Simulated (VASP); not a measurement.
Write the native input for VASP 6.6.1 that does the following.

```
Task                   : single point
Functional             : PBEsol
Potentials or basis    : VASP PAW PBE potentials, release 64 (S, Mg)
Cutoff                 : 520 eV
k mesh                 : 8 × 8 × 8
Occupations            : fermi-dirac, width 0.05 eV
Spin                   : no spin polarisation
Dipole correction      : no
Further INCAR settings : ALGO = Normal; EDIFF = 1e-06; NBANDS = 11
```

The structure of MgS lies in POSCAR:

```
MgS
1.0
    0.0000000000      2.8254898200      2.8254898200
    2.8254898200      0.0000000000      2.8254898200
    2.8254898200      2.8254898200      0.0000000000
S Mg
1 1
Direct
    0.2500000000      0.2500000000      0.2500000000
    0.0000000000      0.0000000000      0.0000000000
```

The input as run:

INCAR

```
PREC = Accurate
ENCUT = 520
EDIFF = 1E-6
ISMEAR = -1
SIGMA = 0.05
LREAL = F
LASPH = T
NELM = 60
ALGO = Normal
ISIF = 2
LWAVE = F
LCHARG = F
GGA = PS
NBANDS = 11
```

KPOINTS

```
regular mesh
0
Gamma
  8 8 8
```

Potentials or basis: VASP PAW PBE potentials, release 64 (S, Mg).

Command:

```console
$ cat potpaw_PBE.64/S/POTCAR potpaw_PBE.64/Mg/POTCAR > POTCAR
$ mpirun -np 1 vasp_std > vasp.out
```

It gave:

- Pressure: -0.1 GPa
- Band gap on the k mesh: 3.32 eV, direct

Caveat: the PAW data sets were made with another functional, which shifts forces and pressure a little.

Run time: 12 s on 1 thread of Intel(R) Xeon(R) Platinum 8488C (Sapphire Rapids) (shared host), peak memory 0.17 GiB.
